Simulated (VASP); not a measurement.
Set up this calculation in VASP 6.6.1, as the native input.

| Property | Result |
| --- | --- |
| Task | single point |
| Functional | PBE |
| Potentials or basis | VASP PAW PBE potentials, release 64 (Mg, Te) |
| Cutoff | 600 eV |
| k mesh | 3 × 3 × 3 |
| Occupations | gaussian, width 0.2 eV |
| Spin | no spin polarisation |
| Dipole correction | no |
| Further INCAR settings | ALGO = Normal; EDIFF = 1e-06; NBANDS = 20 |

The structure of Mg5Te2 lies in POSCAR:

```
Mg5Te2
1.0
    6.2331266501      0.0000000000      0.0000000000
   -3.1165633250      5.3980460240      0.0000000000
    0.0000000000      0.0000000000      5.4550697562
Mg Te
5 2
Direct
    0.0000000000      0.0000000000      1.0308300178
    0.3333333333      0.6666666667      0.0571646642
    0.4939163205      0.5060836795      0.5578424620
    0.4939163205     -0.0121673590      0.5578424620
    1.0121673590      0.5060836795      0.5578424620
    0.0000000000      0.0000000000      0.5311790198
    0.6666666667      0.3333333333      1.0468155821
```

One way to write it, as run:

INCAR

```
SYSTEM = Mg5Te2
ALGO = Normal
EDIFF = 1E-6
ENCUT = 600
GGA = PE
GGA_COMPAT = .FALSE.
ISIF = 2
ISMEAR = 0
LASPH = .TRUE.
LCHARG = .FALSE.
LREAL = .FALSE.
LWAVE = .FALSE.
NBANDS = 20
NELM = 120
PREC = Accurate
SIGMA = 0.2
```

KPOINTS

```
k-points
0
G
  3 3 3
  0 0 0
```

Potentials or basis: VASP PAW PBE potentials, release 64 (Mg, Te).

Launch:

```sh
$ cat potpaw_PBE.64/Mg/POTCAR potpaw_PBE.64/Te/POTCAR > POTCAR
$ mpirun -np 1 vasp_std > vasp.out
```

It gave:

- Pressure: 0.0 GPa
- Largest force: 0.016 eV/Å
- Band gap on the k mesh: zero (band 11 reaches 4.77 eV, above the bottom of band 12 at 3.89 eV)

Caveat: the k points lie up to 0.39 Å⁻¹ apart; spin-orbit coupling is left out, which moves the levels of the heavy elements.

It took 89 s on 1 thread of Intel Xeon 8259CL, on a shared host, peak memory 0.34 GiB.
